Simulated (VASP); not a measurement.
# MgI2 (rvv) (P-3m1) in VASP: further runs

Runs on MgI2 (rvv). Level: r2SCAN+rVV10. Tasks: single point, relaxation of cell and atoms.

Everything below comes from runs of VASP 6.6.1. Logs are shortened: lines on timing, memory, paths and dates and some standing lists are left out, and cuts for length are marked.

### 1 The cell of the first run

Symmetry: P-3m1, No. 164, trigonal system. The conventional cell has a = 4.155 Å, b = 4.155 Å, c = 6.875 Å, α = 90.00°, β = 90.00°, γ = 120.00°. Within 3.8 Å of Mg (site symmetry -3m) lie 6 I at 2.92 Å. I (site symmetry 3m) has 3 Mg at 2.92 Å within 3.8 Å.

### 2 Single point, r2SCAN+rVV10

POSCAR reads:

```
MgI2
1.0
    4.1546520412      0.0000000000      0.0000000000
   -2.0773260206      3.5980342116      0.0000000000
    0.0000000000      0.0000000000      6.8748747758
Mg I
1 2
Direct
    0.0000000000      0.0000000000      0.0000000000
    0.3333333333      0.6666666667      0.7573381413
    0.6666666667      0.3333333333      0.2426618587
```

INCAR.step1 reads:

```
PREC = Accurate
ENCUT = 520
ISMEAR = 0
SIGMA = 0.02
LREAL = False
LASPH = True
NELM = 100
NBANDS = 15
GGA = PE
ALGO = Normal
EDIFF = 1E-4
LWAVE = True
LCHARG = False
```

INCAR.step2 reads:

```
PREC = Accurate
ENCUT = 520
EDIFF = 1E-6
ISMEAR = 0
SIGMA = 0.02
LREAL = False
LASPH = True
NELM = 100
ALGO = Normal
ISIF = 2
LWAVE = False
LCHARG = True
METAGGA = R2SCAN
LMIXTAU = True
LUSE_VDW = True
IVDW_NL = 2
BPARAM = 11.95
CPARAM = 0.0093
LELF = True
LVHAR = True
NBANDS = 15
ISTART = 1
```

KPOINTS reads:

```
Automatic mesh
0
Gamma
  6 6 4
```

Potentials or basis: VASP PAW PBE potentials, release 64 (Mg, I).

The run is started by

```
$ cat potpaw_PBE.64/Mg/POTCAR potpaw_PBE.64/I/POTCAR > POTCAR
$ cp INCAR.step1 INCAR
$ mpirun -np 1 vasp_std > vasp.out
$ cp INCAR.step2 INCAR
$ mpirun -np 1 vasp_std > vasp.out
```

OUTCAR:

```text
PREC = Accurate
   ENCUT = 520
   EDIFF = 1E-6
   ISMEAR = 0
   LREAL = False
   LASPH = True
   NELM = 100
   ISIF = 2
   METAGGA = R2SCAN
   IVDW_NL = 2
   BPARAM = 11.95
   ISTART = 1

 ion  position               nearest neighbor table
   1  0.000  0.000  0.000-   2 2.92   3 2.92   3 2.92   2 2.92   3 2.92   2 2.92
   2  0.333  0.667  0.757-   1 2.92   1 2.92   1 2.92
   3  0.667  0.333  0.243-   1 2.92   1 2.92   1 2.92

  LATTYP: Found a hexagonal cell.
 ALAT       =     4.1546520412
 C/A-ratio  =     1.6547414098

  Lattice vectors:

 A1 = (   4.1546520412,   0.0000000000,   0.0000000000)
 A2 = (  -2.0773260206,   3.5980342116,   0.0000000000)
 A3 = (   0.0000000000,   0.0000000000,   6.8748747758)

Analysis of symmetry for initial positions (statically):
=====================================================================
 Subroutine PRICEL returns:
 Original cell was already a primitive cell.

 Routine SETGRP: Setting up the symmetry group for a
 hexagonal supercell.

 Subroutine GETGRP returns: Found 12 space group operations
 (whereof 12 operations were pure point group operations)
 out of a pool of 24 trial point group operations.

The static configuration has the point symmetry D_3d.

Analysis of symmetry for dynamics (positions and initial velocities):
=====================================================================
 Subroutine PRICEL returns:
 Original cell was already a primitive cell.

 Routine SETGRP: Setting up the symmetry group for a
 hexagonal supercell.

 Subroutine GETGRP returns: Found 12 space group operations
 (whereof 12 operations were pure point group operations)
 out of a pool of 24 trial point group operations.

The dynamic configuration has the point symmetry D_3d.

 Subroutine INISYM returns: Found 12 space group operations
 (whereof 12 operations are pure point group operations),
 and found     1 'primitive' translations

----------------------------------------------------------------------------------------

                                     Primitive cell

  volume of cell :     102.7696

  direct lattice vectors                    reciprocal lattice vectors
     4.154652041  0.000000000  0.000000000     0.240694044  0.138964771  0.000000000
    -2.077326021  3.598034212  0.000000000     0.000000000  0.277929542  0.000000000
     0.000000000  0.000000000  6.874874776     0.000000000  0.000000000  0.145457195

  length of vectors
     4.154652041  4.154652041  6.874874776     0.277929542  0.277929542  0.145457195

  position of ions in fractional coordinates (direct lattice)
     0.000000000  0.000000000  0.000000000
     0.333333333  0.666666667  0.757338141
     0.666666667  0.333333333  0.242661859

  ion indices of the primitive-cell ions
   primitive index   ion index
                 1           1
                 2           2
                 3           3

----------------------------------------------------------------------------------------

 KPOINTS: Automatic mesh

Automatic generation of k-mesh.
 Grid dimensions read from file:
 generate k-points for:    6    6    4

 Generating k-lattice:

  Cartesian coordinates                     Fractional coordinates (reciprocal lattice)
     0.040115674  0.023160795  0.000000000     0.166666667 -0.000000000  0.000000000
     0.000000000  0.046321590  0.000000000     0.000000000  0.166666667  0.000000000
     0.000000000  0.000000000  0.036364299     0.000000000  0.000000000  0.250000000

  Length of vectors
     0.046321590  0.046321590  0.036364299

  Shift w.r.t. Gamma in fractional coordinates (k-lattice)
     0.000000000  0.000000000  0.000000000

 Subroutine IBZKPT returns following result:
 ===========================================

 Found     24 irreducible k-points:

 Following reciprocal coordinates:
            Coordinates               Weight
  0.000000  0.000000  0.000000      1.000000
  0.166667 -0.000000  0.000000      6.000000
  0.333333 -0.000000  0.000000      6.000000
  0.500000  0.000000  0.000000      3.000000
  0.166667  0.166667  0.000000      6.000000
  0.333333  0.166667  0.000000     12.000000
[... 16 lines left out ...]
  0.333333  0.166667  0.500000     12.000000
  0.333333  0.333333  0.500000      2.000000
   k-points           NKPTS =     24   k-points in BZ     NKDIM =     24   number of bands    NBANDS=     15
   number of dos      NEDOS =    301   number of ions     NIONS =      3
   total plane-waves  NPLWV =  55296
   dimension x,y,z NGX =    32 NGY =   32 NGZ =   54
   dimension x,y,z NGXF=    64 NGYF=   64 NGZF=  108
   ions per type =               1   2
   NGX,Y,Z   is equivalent  to a cutoff of  12.80, 12.80, 13.06 a.u.
   NGXF,Y,Z  is equivalent  to a cutoff of  25.61, 25.61, 26.12 a.u.
 SYSTEM =  unknown system
   PREC   = accura    normal or accurate (medium, high low for compatibility)
   ISTART =      1    job   : 0-new  1-cont  2-samecut
   ICHARG =      0    charge: 1-file 2-atom 10-const
   ISPIN  =      1    spin polarized calculation?
   LNONCOLLINEAR =      F non collinear calculations
   LSORBIT =      F    spin-orbit coupling
   LASPH  =      T    aspherical Exc in radial PAW
   ENCUT  =  520.0 eV  38.22 Ry    6.18 a.u.   7.72  7.72 12.78*2*pi/ulx,y,z
   NELM   =    100;   NELMIN=  2; NELMDL=  0     # of ELM steps
   EDIFF  = 0.1E-05   stopping-criterion for ELM
   LREAL  =      F    real-space projection
   EDIFFG = 0.1E-04   stopping-criterion for IOM
   NSW    =      0    number of steps for IOM
   IBRION =     -1    ionic relax: 0-MD 1-quasi-New 2-CG
   NFREE  =      0    steps in history (QN), initial steepest desc. (CG)
   ISIF   =      2    stress and relaxation
   ISYM   =      2    0-nonsym 1-usesym 2-fastsym
   POTIM  = 0.5000    time-step for ionic-motion
   TEBEG  =    0.0;   TEEND  =   0.0 temperature during run
   PSTRESS=    0.0 pullay stress
   NELECT =      16.0000    total number of electrons
   NUPDOWN=      -1.0000    fix difference up-down
   EMIN   =  10.00;   EMAX   =-10.00  energy-range for DOS
   EFERMI =   0.00;   METHOD = LEGACY
   ISMEAR =     0;   SIGMA  =   0.02  broadening in eV -4-tet -1-fermi 0-gaus
   EFERMI_NEDOS =   21; number of points for ismear=-14 and -15
   IALGO  =     38    algorithm
   IMIX   =      4    mixing-type and parameters
     AMIX     =   0.40;   BMIX     =  1.00
     AMIX_MAG =   1.60;   BMIX_MAG =  1.00
  volume/ion in A,a.u.               =      34.26       231.17
  Fermi-wavevector in a.u.,A,eV,Ry     =   0.880697  1.664276 10.553052  0.775627
  Thomas-Fermi vector in A             =   2.001093
   LORBIT       =      0    0 simple, 1 ext, 2 COOP (PROOUT), +10 PAW based schemes
   METAGGA = R2SCAN    functional components
   LHFCALC =     F    Hartree Fock is set to
   AEXX    =    0.0000 exact exchange contribution
   IVDW_NL    =     2    kernel type
   BPARAM     =11.9500
   IVDW    =     0    specifies the selected vdW correction
   LEPSILON=     F    determine dielectric tensor
   LRPA    =     F    only Hartree local field effects (RPA)
 non-spin polarized calculation
 Gauss-broadening in eV      SIGMA  =   0.02
  energy-cutoff  :      520.00
  volume of cell :      102.77
 maximum number of plane-waves:      2802
 NGX is ok and might be reduce to    32
   NGX = 15   NGY = 15   NGZ = 25

 number of electron      16.0000001 magnetization

 Free energy of the ion-electron system (eV)
  ---------------------------------------------------
  ext. energy  EPLUGINS =         0.00000000
  ---------------------------------------------------
  free energy    TOTEN  =       -56.36998800 eV

  energy without entropy =      -56.36998800  energy(sigma->0) =      -56.36998800

 E-fermi :   2.1530     XC(G=0):  -8.6236

 val. band max:        2.0070248165   @ k =   0.0000   0.0000   0.0000
 cond. band min:       6.0744694917   @ k =   0.5000   0.0000   0.2500
 fundamental gap:      4.0674446752
 Fermi energy:         2.1529983874

 k-point     1 :       0.0000    0.0000    0.0000
  band No.  band energies     occupation
      1     -10.4537      2.00000
      2      -9.6962      2.00000
      3      -1.5859      2.00000
      4       1.5205      2.00000
      5       1.5205      2.00000
      6       1.9216      2.00000
      7       1.9216      2.00000
      8       2.0070      2.00000
      9       6.4318      0.00000
     10       7.3754      0.00000
     11       9.2698      0.00000
     12       9.2698      0.00000
     13      10.0592      0.00000
     14      10.7330      0.00000
     15      10.7330      0.00000

 k-point     2 :       0.1667   -0.0000    0.0000
  band No.  band energies     occupation
      1     -10.3039      2.00000
      2      -9.6197      2.00000
      3      -1.3810      2.00000
      4       0.5335      2.00000
      5       1.0724      2.00000
      6       1.2081      2.00000
      7       1.8601      2.00000
      8       1.9052      2.00000
      9       7.2677      0.00000
     10       7.9931      0.00000
     11       8.8033      0.00000
     12       9.6578      0.00000
     13       9.7803      0.00000
     14      10.5516      0.00000
     15      11.1289      0.00000

 k-point     3 :       0.3333   -0.0000    0.0000
  band No.  band energies     occupation
      1      -9.9458      2.00000
      2      -9.4856      2.00000
      3      -1.1799      2.00000
      4      -0.6581      2.00000
      5      -0.0049      2.00000
      6       0.7580      2.00000
      7       1.5138      2.00000
      8       1.6406      2.00000
      9       6.6134      0.00000
     10       8.0820      0.00000
     11       8.3994      0.00000
     12       9.6623      0.00000
     13      10.2550      0.00000
     14      11.2844      0.00000
     15      11.6937      0.00000
[... 343 lines left out ...]
 k-point    23 :       0.3333    0.1667    0.5000
  band No.  band energies     occupation
      1      -9.6436      2.00000
      2      -9.5206      2.00000
      3      -1.4648      2.00000
      4      -1.0339      2.00000
      5       0.0229      2.00000
      6       0.4228      2.00000
      7       1.2676      2.00000
      8       1.3993      2.00000
      9       6.8726      0.00000
     10       8.0857      0.00000
     11       8.8081      0.00000
     12       9.4476      0.00000
     13       9.7078      0.00000
     14      10.7480      0.00000
     15      11.8581      0.00000

 k-point    24 :       0.3333    0.3333    0.5000
  band No.  band energies     occupation
      1      -9.5091      2.00000
      2      -9.5091      2.00000
      3      -1.1838      2.00000
      4      -0.8321      2.00000
      5      -0.8321      2.00000
      6      -0.2681      2.00000
      7       1.4319      2.00000
      8       1.4319      2.00000
      9       7.4238      0.00000
     10       8.3198      0.00000
     11       8.3198      0.00000
     12       9.7444      0.00000
     13      10.9273      0.00000
     14      11.1977      0.00000
     15      11.4160      0.00000

------------------------ aborting loop because EDIFF is reached ----------------------------------------

  FORCE on cell =-STRESS in cart. coord.  units (eV):
  Direction    XX          YY          ZZ          XY          YZ          ZX
  --------------------------------------------------------------------------------------
  -------------------------------------------------------------------------------------
  Total       -0.0024719     -0.0024719      0.0090766      0.0000000     -0.0000000      0.0000000
  in kB       -0.0385361     -0.0385361      0.1415045      0.0000000     -0.0000000      0.0000000
  external PRESSURE =       0.0214774 kB  Pullay stress =       0.0000000 kB

 VOLUME and BASIS-vectors are now :
 -----------------------------------------------------------------------------
  energy-cutoff  :      520.00
  volume of cell :      102.77
      direct lattice vectors                 reciprocal lattice vectors
     4.154652041  0.000000000  0.000000000     0.240694044  0.138964771  0.000000000
    -2.077326021  3.598034212  0.000000000     0.000000000  0.277929542  0.000000000
     0.000000000  0.000000000  6.874874776     0.000000000  0.000000000  0.145457195

 POSITION                                       TOTAL-FORCE (eV/Angst)
 -----------------------------------------------------------------------------------
      0.00000      0.00000      0.00000         0.000000      0.000000      0.000000
     -0.00000      2.39869      5.20660        -0.000000      0.000000      0.010931
      2.07733      1.19934      1.66827         0.000000     -0.000000     -0.010931
 -----------------------------------------------------------------------------------
    total drift:                               -0.000000      0.000000     -0.000000

  FREE ENERGIE OF THE ION-ELECTRON SYSTEM (eV)
  ---------------------------------------------------
  free  energy   TOTEN  =       -56.3699879967 eV

  energy  without entropy=      -56.3699879967  energy(sigma->0) =      -56.36998800
```

Wall time 3.1 min (1 thread of Intel Xeon Platinum 8488C (Sapphire Rapids), shared host); peak memory 0.45 GiB.

Results:

```yaml
Free_energy: -56.3700 eV
Pressure: 0.0 GPa
Largest_force: 0.011 eV/Å
Band_gap_on_the_k_mesh: 4.07 eV, indirect (least direct gap 4.42 eV)
```

Forces in eV/Å, atoms in the order of the input:
```
Mg   0.000  0.000  0.000
I    0.000  0.000  0.011
I    0.000  0.000 -0.011
```

Caveat: the PAW data sets were made with another functional, which shifts forces and pressure a little; spin-orbit coupling is left out, which moves the levels of the heavy elements.

(Part 1 of 2 ends here.)
